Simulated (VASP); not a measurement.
**PbO: single point with r2SCAN-based global hybrid with 15 % exact exchange**

PbO:

```
Pb O
1.0
     3.99000    0.00000    0.00000
     0.00000    3.99000    0.00000
     0.00000    0.00000    5.01000
Pb O
2 2
Direct
  0.50000 0.00000 0.76000
  0.00000 0.50000 0.24000
  0.50000 0.50000 0.00000
  0.00000 0.00000 0.00000
```

- Program: VASP 6.6.1
- Task: single point
- Functional: r2SCAN-based global hybrid with 15 % exact exchange
- Potentials or basis: VASP PAW PBE potentials, release 64 (Pb_d, O)
- Cutoff: 580 eV
- k mesh: 4 × 4 × 3
- Occupations: fermi-dirac, width 0.05 eV
- Spin: no spin polarisation
- Dipole correction: no
- Grid for exact exchange (PRECFOCK): Normal
- Share of exact exchange: 0.15
- Further INCAR settings: ALGO = Normal; EDIFF = 1e-06; NBANDS = 28

| Item | Value |
| --- | --- |
| Pressure | -1.4 GPa |
| Largest force | 0.572 eV/Å |
| Band gap on the k mesh | 2.22 eV (least direct gap 3.54 eV) |

Forces in eV/Å, atoms in the order of the input:
```
Pb   0.000  0.000  0.572
Pb   0.000  0.000 -0.572
O    0.000  0.000  0.000
O    0.000  0.000  0.000
```

Stress tensor (GPa, compression positive):
```
-1.39  0.00  0.00
 0.00 -1.39  0.00
 0.00  0.00 -1.49
```

Levels at points of the mesh, in eV from the valence-band top:
| k point | band 17 | band 18 | band 19 | band 20 | band 21 | band 22 | band 23 | band 24 |
| --- | --- | --- | --- | --- | --- | --- | --- | --- |
| (0.00, 0.00, 0.00) | -2.06 | -1.97 | -1.97 | 0.00 | 3.71 | 6.89 | 6.89 | 6.92 |
| (0.50, 0.00, 0.00) | -3.39 | -3.39 | -1.87 | -1.87 | 4.62 | 4.62 | 8.08 | 8.08 |
| (0.50, 0.50, 0.00) | -1.86 | -1.86 | -1.31 | -1.31 | 2.22 | 2.22 | 6.53 | 6.53 |

Wall time 80 min on 1 thread of AMD EPYC 7R43 64-Core Processor (Zen 3), with other jobs on the host, peak memory 0.21 GiB.

Caveat: the PAW data sets were made with another functional, which shifts forces and pressure a little; spin-orbit coupling is left out, which moves the levels of the heavy elements. A k mesh can miss the band edges.
